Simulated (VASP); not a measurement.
# TiAl (Pm-3m) in VASP: a series of runs

TiAl is run at these levels: PBEsol; tasks: single point.

Program: VASP 6.6.1. These are calculated values, not measurements. Logs are shortened: lines on timing, memory, paths and dates and some standing lists are left out, and cuts for length are marked.

## 1. The cell of the first run

The structure is cubic, space group Pm-3m (No. 221). Conventional cell: a = 3.179 Å, b = 3.179 Å, c = 3.179 Å, α = 90.00°, β = 90.00°, γ = 90.00°. Ti (site symmetry m-3m) has 8 Al at 2.75 Å and 6 Ti at 3.18 Å within 3.6 Å. Within 3.6 Å of Al (site symmetry m-3m) lie 8 Ti at 2.75 Å and 6 Al at 3.18 Å.

## 2. Single point, PBEsol

Input file INCAR:

```
  PREC = Accurate
  ENCUT = 520
  EDIFF = 1E-6
  ISMEAR = 0
  SIGMA = 0.15
  LREAL = False
  LASPH = True
  NELM = 80
  ALGO = Normal
  ISIF = 2
  LWAVE = False
  LCHARG = False
  GGA = PS
  NBANDS = 14
```

Input file KPOINTS:

```
Automatic mesh
0
Gamma
  16 16 16
```

Input file POSCAR:

```
TiAl
1.0
    3.1790640000      0.0000000000      0.0000000000
    0.0000000000      3.1790640000      0.0000000000
    0.0000000000      0.0000000000      3.1790640000
Ti Al
1 1
Direct
    0.0000000000      0.0000000000      0.0000000000
    0.5000000000      0.5000000000      0.5000000000
```

Potentials or basis: VASP PAW PBE potentials, release 64 (Ti_sv, Al).

Launch:

```console
> cat potpaw_PBE.64/Ti_sv/POTCAR potpaw_PBE.64/Al/POTCAR > POTCAR
> mpirun -np 1 vasp_std > vasp.out
```

OUTCAR:

```text
PREC = Accurate
   ENCUT = 520
   EDIFF = 1E-6
   ISMEAR = 0
   LREAL = False
   LASPH = True
   NELM = 80
   ISIF = 2
   GGA = PS

 ion  position               nearest neighbor table
   1  0.000  0.000  0.000-   2 2.75   2 2.75   2 2.75   2 2.75   2 2.75   2 2.75   2 2.75   2 2.75

   2  0.500  0.500  0.500-   1 2.75   1 2.75   1 2.75   1 2.75   1 2.75   1 2.75   1 2.75   1 2.75

  LATTYP: Found a simple cubic cell.
 ALAT       =     3.1790640000

  Lattice vectors:

 A1 = (   3.1790640000,   0.0000000000,   0.0000000000)
 A2 = (   0.0000000000,   3.1790640000,   0.0000000000)
 A3 = (   0.0000000000,   0.0000000000,   3.1790640000)

Analysis of symmetry for initial positions (statically):
=====================================================================
 Subroutine PRICEL returns:
 Original cell was already a primitive cell.

 Routine SETGRP: Setting up the symmetry group for a
 simple cubic supercell.

 Subroutine GETGRP returns: Found 48 space group operations
 (whereof 48 operations were pure point group operations)
 out of a pool of 48 trial point group operations.

The static configuration has the point symmetry O_h .

Analysis of symmetry for dynamics (positions and initial velocities):
=====================================================================
 Subroutine PRICEL returns:
 Original cell was already a primitive cell.

 Routine SETGRP: Setting up the symmetry group for a
 simple cubic supercell.

 Subroutine GETGRP returns: Found 48 space group operations
 (whereof 48 operations were pure point group operations)
 out of a pool of 48 trial point group operations.

The dynamic configuration has the point symmetry O_h .

 Subroutine INISYM returns: Found 48 space group operations
 (whereof 48 operations are pure point group operations),
 and found     1 'primitive' translations

----------------------------------------------------------------------------------------

                                     Primitive cell

  volume of cell :      32.1290

  direct lattice vectors                    reciprocal lattice vectors
     3.179064000  0.000000000  0.000000000     0.314557996  0.000000000  0.000000000
     0.000000000  3.179064000  0.000000000     0.000000000  0.314557996  0.000000000
     0.000000000  0.000000000  3.179064000     0.000000000  0.000000000  0.314557996

  length of vectors
     3.179064000  3.179064000  3.179064000     0.314557996  0.314557996  0.314557996

  position of ions in fractional coordinates (direct lattice)
     0.000000000  0.000000000  0.000000000
     0.500000000  0.500000000  0.500000000

  ion indices of the primitive-cell ions
   primitive index   ion index
                 1           1
                 2           2

----------------------------------------------------------------------------------------

 KPOINTS: Automatic mesh

Automatic generation of k-mesh.
 Grid dimensions read from file:
 generate k-points for:   16   16   16

 Generating k-lattice:

  Cartesian coordinates                     Fractional coordinates (reciprocal lattice)
     0.019659875  0.000000000  0.000000000     0.062500000  0.000000000  0.000000000
     0.000000000  0.019659875  0.000000000     0.000000000  0.062500000  0.000000000
     0.000000000  0.000000000  0.019659875     0.000000000  0.000000000  0.062500000

  Length of vectors
     0.019659875  0.019659875  0.019659875

  Shift w.r.t. Gamma in fractional coordinates (k-lattice)
     0.000000000  0.000000000  0.000000000

 Subroutine IBZKPT returns following result:
 ===========================================

 Found    165 irreducible k-points:

 Following reciprocal coordinates:
            Coordinates               Weight
  0.000000  0.000000  0.000000      1.000000
  0.062500  0.000000  0.000000      6.000000
  0.125000  0.000000  0.000000      6.000000
  0.187500  0.000000  0.000000      6.000000
  0.250000  0.000000  0.000000      6.000000
  0.312500  0.000000  0.000000      6.000000
[... 16 lines left out ...]
  0.437500  0.125000  0.000000     24.000000
  0.500000  0.125000  0.000000     12.000000
 [... further k-points ...]
   k-points           NKPTS =    165   k-points in BZ     NKDIM =    165   number of bands    NBANDS=     14
   number of dos      NEDOS =    301   number of ions     NIONS =      2
   total plane-waves  NPLWV =  13824
   dimension x,y,z NGX =    24 NGY =   24 NGZ =   24
   dimension x,y,z NGXF=    48 NGYF=   48 NGZF=   48
   ions per type =               1   1
   NGX,Y,Z   is equivalent  to a cutoff of  12.55, 12.55, 12.55 a.u.
   NGXF,Y,Z  is equivalent  to a cutoff of  25.10, 25.10, 25.10 a.u.
 SYSTEM =  unknown system
   PREC   = accura    normal or accurate (medium, high low for compatibility)
   ISTART =      0    job   : 0-new  1-cont  2-samecut
   ICHARG =      2    charge: 1-file 2-atom 10-const
   ISPIN  =      1    spin polarized calculation?
   LNONCOLLINEAR =      F non collinear calculations
   LSORBIT =      F    spin-orbit coupling
   LASPH  =      T    aspherical Exc in radial PAW
   ENCUT  =  520.0 eV  38.22 Ry    6.18 a.u.   5.91  5.91  5.91*2*pi/ulx,y,z
   NELM   =     80;   NELMIN=  2; NELMDL= -5     # of ELM steps
   EDIFF  = 0.1E-05   stopping-criterion for ELM
   LREAL  =      F    real-space projection
   EDIFFG = 0.1E-04   stopping-criterion for IOM
   NSW    =      0    number of steps for IOM
   IBRION =     -1    ionic relax: 0-MD 1-quasi-New 2-CG
   NFREE  =      0    steps in history (QN), initial steepest desc. (CG)
   ISIF   =      2    stress and relaxation
   ISYM   =      2    0-nonsym 1-usesym 2-fastsym
   POTIM  = 0.5000    time-step for ionic-motion
   TEBEG  =    0.0;   TEEND  =   0.0 temperature during run
   PSTRESS=    0.0 pullay stress
   NELECT =      15.0000    total number of electrons
   NUPDOWN=      -1.0000    fix difference up-down
   EMIN   =  10.00;   EMAX   =-10.00  energy-range for DOS
   EFERMI =   0.00;   METHOD = LEGACY
   ISMEAR =     0;   SIGMA  =   0.15  broadening in eV -4-tet -1-fermi 0-gaus
   EFERMI_NEDOS =   21; number of points for ismear=-14 and -15
   IALGO  =     38    algorithm
   IMIX   =      4    mixing-type and parameters
     AMIX     =   0.40;   BMIX     =  1.00
     AMIX_MAG =   1.60;   BMIX_MAG =  1.00
  volume/ion in A,a.u.               =      16.06       108.41
  Fermi-wavevector in a.u.,A,eV,Ry     =   1.270007  2.399964 21.945065  1.612917
  Thomas-Fermi vector in A             =   2.403017
   LORBIT       =      0    0 simple, 1 ext, 2 COOP (PROOUT), +10 PAW based schemes
   GGA     = PS    functional components
   LHFCALC =     F    Hartree Fock is set to
   AEXX    =    0.0000 exact exchange contribution
   IVDW    =     0    specifies the selected vdW correction
   LEPSILON=     F    determine dielectric tensor
   LRPA    =     F    only Hartree local field effects (RPA)
 non-spin polarized calculation
 Gauss-broadening in eV      SIGMA  =   0.15
  energy-cutoff  :      520.00
  volume of cell :       32.13
 maximum number of plane-waves:       912
 NGX is ok and might be reduce to    24
   NGX = 11   NGY = 11   NGZ = 11

 number of electron      14.9999994 magnetization

 Free energy of the ion-electron system (eV)
  ---------------------------------------------------
  ext. energy  EPLUGINS =         0.00000000
  ---------------------------------------------------
  free energy    TOTEN  =       -12.97590723 eV

  energy without entropy =      -12.94740923  energy(sigma->0) =      -12.96165823

 E-fermi :   8.6743     XC(G=0): -11.1896

 val. band max:        8.6735806196   @ k =   0.3750   0.3750   0.2500
 cond. band min:       8.6744817728   @ k =   0.4375   0.3750   0.2500
 fundamental gap:      0.0009011532
 Fermi energy:         8.6742590159

 k-point     1 :       0.0000    0.0000    0.0000
  band No.  band energies     occupation
      1     -47.9885      2.00000
      2     -24.2900      2.00000
      3     -24.2900      2.00000
      4     -24.2900      2.00000
      5      -0.5814      2.00000
      6       7.2405      2.00000
      7       7.2405      2.00000
      8      10.4641      0.00000
      9      10.4641      0.00000
     10      10.4641      0.00000
     11      13.0934      0.00000
     12      13.0934      0.00000
     13      13.0934      0.00000
     14      17.5211      0.00000

 k-point     2 :       0.0625    0.0000    0.0000
  band No.  band energies     occupation
      1     -47.9879      2.00000
      2     -24.2967      2.00000
      3     -24.2894      2.00000
      4     -24.2894      2.00000
      5      -0.5189      2.00000
      6       7.2100      2.00000
      7       7.2686      2.00000
      8      10.3528      0.00000
      9      10.3528      0.00000
     10      10.4717      0.00000
     11      12.8194      0.00000
     12      13.2503      0.00000
     13      13.2503      0.00000
     14      17.4366      0.00000

 k-point     3 :       0.1250    0.0000    0.0000
  band No.  band energies     occupation
      1     -47.9863      2.00000
      2     -24.3157      2.00000
      3     -24.2878      2.00000
      4     -24.2878      2.00000
      5      -0.3328      2.00000
      6       7.0901      2.00000
      7       7.3506      2.00000
      8      10.0833      0.00000
      9      10.0833      0.00000
     10      10.4932      0.00000
     11      12.2417      0.00000
     12      13.6578      0.00000
     13      13.6578      0.00000
     14      17.1946      0.00000
[... 324 lines left out ...]
 k-point    23 :       0.4375    0.1250    0.0000
  band No.  band energies     occupation
      1     -47.9718      2.00000
      2     -24.4536      2.00000
      3     -24.2996      2.00000
      4     -24.2730      2.00000
      5       2.3567      2.00000
      6       4.2161      2.00000
      7       8.1058      2.00000
      8       8.5692      1.67817
      9       8.9249      0.01813
     10      10.4209      0.00000
     11      11.6279      0.00000
     12      14.9967      0.00000
     13      16.4701      0.00000
     14      17.4232      0.00000

 k-point    24 :       0.5000    0.1250    0.0000
  band No.  band energies     occupation
      1     -47.9712      2.00000
      2     -24.4600      2.00000
      3     -24.2989      2.00000
      4     -24.2724      2.00000
      5       2.7763      2.00000
      6       3.7478      2.00000
      7       8.2086      1.99999
      8       8.4734      1.94176
      9       8.8840      0.04802
     10      10.4313      0.00000
     11      11.6631      0.00000
     12      15.0732      0.00000
     13      16.6562      0.00000
     14      17.6655      0.00000

 [... further k-points ...]
[... 5 lines left out ...]
  --------------------------------------------------------------------------------------
  -------------------------------------------------------------------------------------
  Total       -0.4865465     -0.4865465     -0.4865465     -0.0000000      0.0000000     -0.0000000
  in kB      -24.2625904    -24.2625904    -24.2625904     -0.0000000      0.0000000     -0.0000000
  external PRESSURE =     -24.2625904 kB  Pullay stress =       0.0000000 kB

 VOLUME and BASIS-vectors are now :
 -----------------------------------------------------------------------------
  energy-cutoff  :      520.00
  volume of cell :       32.13
      direct lattice vectors                 reciprocal lattice vectors
     3.179064000  0.000000000  0.000000000     0.314557996  0.000000000  0.000000000
     0.000000000  3.179064000  0.000000000     0.000000000  0.314557996  0.000000000
     0.000000000  0.000000000  3.179064000     0.000000000  0.000000000  0.314557996

 POSITION                                       TOTAL-FORCE (eV/Angst)
 -----------------------------------------------------------------------------------
      0.00000      0.00000      0.00000         0.000000      0.000000      0.000000
      1.58953      1.58953      1.58953         0.000000      0.000000      0.000000
 -----------------------------------------------------------------------------------
    total drift:                                0.000000      0.000000      0.000000

  FREE ENERGIE OF THE ION-ELECTRON SYSTEM (eV)
  ---------------------------------------------------
  free  energy   TOTEN  =       -12.9759072300 eV

  energy  without entropy=      -12.9474092330  energy(sigma->0) =      -12.96165823
```

Wall time 30 s (1 thread of Intel Xeon 6975P-C (Granite Rapids), shared host); peak memory 0.19 GiB.

What came out:

* Free energy: -12.9759 eV
* Pressure: -2.4 GPa

Levels at points of the mesh, in eV from the Fermi level:
| k point | band 5 | band 6 | band 7 | band 8 | band 9 | band 10 |
| --- | --- | --- | --- | --- | --- | --- |
| (0.00, 0.00, 0.00) | -9.26 | -1.43 | -1.43 | 1.79 | 1.79 | 1.79 |
| (0.50, 0.00, 0.00) | -6.01 | -5.19 | -0.55 | 0.14 | 0.14 | 1.99 |
| (0.50, 0.50, 0.00) | -5.00 | -2.08 | -2.08 | -1.47 | 0.69 | 0.69 |
| (0.50, 0.50, 0.50) | -3.09 | -3.09 | -3.09 | 0.66 | 2.82 | 2.82 |

Caveat: the PAW data sets were made with another functional, which shifts forces and pressure a little.

## 3. Single point, PBEsol

Input file INCAR:

```
SYSTEM = TiAl
ALGO = Normal ; EDIFF = 1E-6
ENCUT = 520 ; GGA = PS
ISIF = 2 ; ISMEAR = 0
LASPH = .TRUE. ; LCHARG = .FALSE.
LREAL = .FALSE. ; LWAVE = .FALSE.
NBANDS = 14 ; NELM = 80
PREC = Accurate ; SIGMA = 0.15
```

Input file KPOINTS:

```
k-points
0
G
  16 16 16
  0 0 0
```

POSCAR is that of step 2.

Potentials or basis: VASP PAW PBE potentials, release 64 (Ti_sv, Al).

Launch:

```console
> cat potpaw_PBE.64/Ti_sv/POTCAR potpaw_PBE.64/Al/POTCAR > POTCAR
> mpirun -np 1 vasp_std > vasp.out
```

OUTCAR:

```text
SYSTEM = TiAl
   EDIFF = 1E-6
   ENCUT = 520
   GGA = PS
   ISIF = 2
   ISMEAR = 0
   LASPH = .TRUE.
   LREAL = .FALSE.
   NELM = 80
   PREC = Accurate

 ion  position               nearest neighbor table
   1  0.000  0.000  0.000-   2 2.75   2 2.75   2 2.75   2 2.75   2 2.75   2 2.75   2 2.75   2 2.75

   2  0.500  0.500  0.500-   1 2.75   1 2.75   1 2.75   1 2.75   1 2.75   1 2.75   1 2.75   1 2.75

  LATTYP: Found a simple cubic cell.
 ALAT       =     3.1790640000

  Lattice vectors:

 A1 = (   3.1790640000,   0.0000000000,   0.0000000000)
 A2 = (   0.0000000000,   3.1790640000,   0.0000000000)
 A3 = (   0.0000000000,   0.0000000000,   3.1790640000)

Analysis of symmetry for initial positions (statically):
=====================================================================
 Subroutine PRICEL returns:
 Original cell was already a primitive cell.

 Routine SETGRP: Setting up the symmetry group for a
 simple cubic supercell.

 Subroutine GETGRP returns: Found 48 space group operations
 (whereof 48 operations were pure point group operations)
 out of a pool of 48 trial point group operations.

The static configuration has the point symmetry O_h .

Analysis of symmetry for dynamics (positions and initial velocities):
[... 170 lines left out ...]
      2     -24.2900      2.00000
      3     -24.2900      2.00000
      4     -24.2900      2.00000
      5      -0.5814      2.00000
      6       7.2405      2.00000
      7       7.2405      2.00000
      8      10.4641      0.00000
      9      10.4641      0.00000
     10      10.4641      0.00000
     11      13.0934      0.00000
     12      13.0934      0.00000
     13      13.0934      0.00000
     14      17.5211      0.00000
[... 377 lines left out ...]
      1     -47.9712      2.00000
      2     -24.4600      2.00000
      3     -24.2989      2.00000
      4     -24.2724      2.00000
      5       2.7763      2.00000
      6       3.7478      2.00000
      7       8.2086      1.99999
      8       8.4734      1.94176
      9       8.8840      0.04802
     10      10.4313      0.00000
     11      11.6631      0.00000
     12      15.0732      0.00000
     13      16.6562      0.00000
     14      17.6655      0.00000

 [... further k-points ...]
[... 5 lines left out ...]
  --------------------------------------------------------------------------------------
  -------------------------------------------------------------------------------------
  Total       -0.4865465     -0.4865465     -0.4865465     -0.0000000      0.0000000     -0.0000000
  in kB      -24.2625904    -24.2625904    -24.2625904     -0.0000000      0.0000000     -0.0000000
  external PRESSURE =     -24.2625904 kB  Pullay stress =       0.0000000 kB

 VOLUME and BASIS-vectors are now :
 -----------------------------------------------------------------------------
  energy-cutoff  :      520.00
  volume of cell :       32.13
      direct lattice vectors                 reciprocal lattice vectors
     3.179064000  0.000000000  0.000000000     0.314557996  0.000000000  0.000000000
     0.000000000  3.179064000  0.000000000     0.000000000  0.314557996  0.000000000
     0.000000000  0.000000000  3.179064000     0.000000000  0.000000000  0.314557996

 POSITION                                       TOTAL-FORCE (eV/Angst)
 -----------------------------------------------------------------------------------
      0.00000      0.00000      0.00000         0.000000      0.000000      0.000000
      1.58953      1.58953      1.58953         0.000000      0.000000      0.000000
 -----------------------------------------------------------------------------------
    total drift:                                0.000000      0.000000      0.000000

  FREE ENERGIE OF THE ION-ELECTRON SYSTEM (eV)
  ---------------------------------------------------
  free  energy   TOTEN  =       -12.9759072300 eV

  energy  without entropy=      -12.9474092330  energy(sigma->0) =      -12.96165823
```

Wall time 32 s (1 thread of Intel Xeon 6975P-C (Granite Rapids), shared host); peak memory 0.19 GiB.

What came out:

```
Free energy : -12.9759 eV
Pressure    : -2.4 GPa
```

Caveat: the PAW data sets were made with another functional, which shifts forces and pressure a little.
